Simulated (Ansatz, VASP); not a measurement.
## As: VASP beside Ansatz

The input INCAR:

```
SYSTEM = As
  PREC = Accurate
  ENCUT = 520
  EDIFF = 1E-7
  ISMEAR = 0
  SIGMA = 0.05
  LREAL = .False.
  LASPH = .True.
  NELM = 100
  ALGO = Normal
  ISIF = 2
  LWAVE = .False.
  LCHARG = .False.
  LDIPOL = .True.
  IDIPOL = 3
  DIPOL = 0.5 0.5 0.371
  GGA = PE
  IVDW = 12
  NBANDS = 18
```

The input KPOINTS:

```
regular mesh
0
Gamma
  9 9 1
  0 0 0
```

POSCAR

```
As
1.0
    3.5716242768      0.0000000000      0.0000000000
   -1.7858121384      3.0931173565      0.0000000000
    0.0000000000      0.0000000000     20.2951239260
As
4
Direct
    0.3333333333      0.6666666667      0.2217281361
    0.6666666667      0.3333333333      0.2905900937
    0.6666666667      0.6666666667      0.4517125392
    1.0000000000      0.3333333333      0.5205744968
```

Input for Ansatz:

```yaml
crystal:
  lattice:
    - [3.5716243461, 0.0, 0.0]
    - [-1.7858121731, 3.0931174165, 0.0]
    - [0.0, 0.0, 20.295123953]
  atoms:
    - { symbol: As, position: [0.3333333333, 0.6666666667, 0.2217281358] }
    - { symbol: As, position: [0.6666666667, 0.3333333333, 0.290590094] }
    - { symbol: As, position: [0.6666666667, 0.6666666667, 0.4517125393] }
    - { symbol: As, position: [1.0, 0.3333333333, 0.5205744975] }
basis:
  ecutwfc: 420
kpoints:
  mp_grid: { grid: [9, 9, 1] }
hamiltonian:
  xc: pbe
  dispersion: d3bj
scf:
  occupations: { method: gaussian, width: 0.05 }
output:
  forces: true
  eigenvalues: true
efield:
  axis: 3
  dipole_correction: true
  ramp_width: 0.04
```

Alike in both runs: task single point; functional PBE; dispersion D3(BJ); k mesh 9 × 9 × 1; occupations gaussian, width 0.05 eV; no spin polarisation.

|  | VASP | Ansatz |
| --- | --- | --- |
| version | VASP 6.6.1 | Ansatz 0.2.0 |
| potentials or method | VASP PAW PBE potentials, release 64 (As), cutoff 520 eV | scalar-relativistic, plane waves, PAW |
| valence electrons in the cell | 20 | 60 |

```tsv
	VASP	Ansatz	Ansatz less VASP
gap on the k mesh at the Fermi level (eV)	0.88	0.90	+0.023
least direct gap on the mesh (eV)	1.47	1.49	+0.023
rms of the force components (eV/Å)	0.049	0.033	-0.0159
```

Atom by atom the forces differ by 0.053 eV/Å (rms over components). VASP's potentials hold 20 valence electrons a cell and Ansatz's 60, so a difference there can come from the potentials and not from the codes.
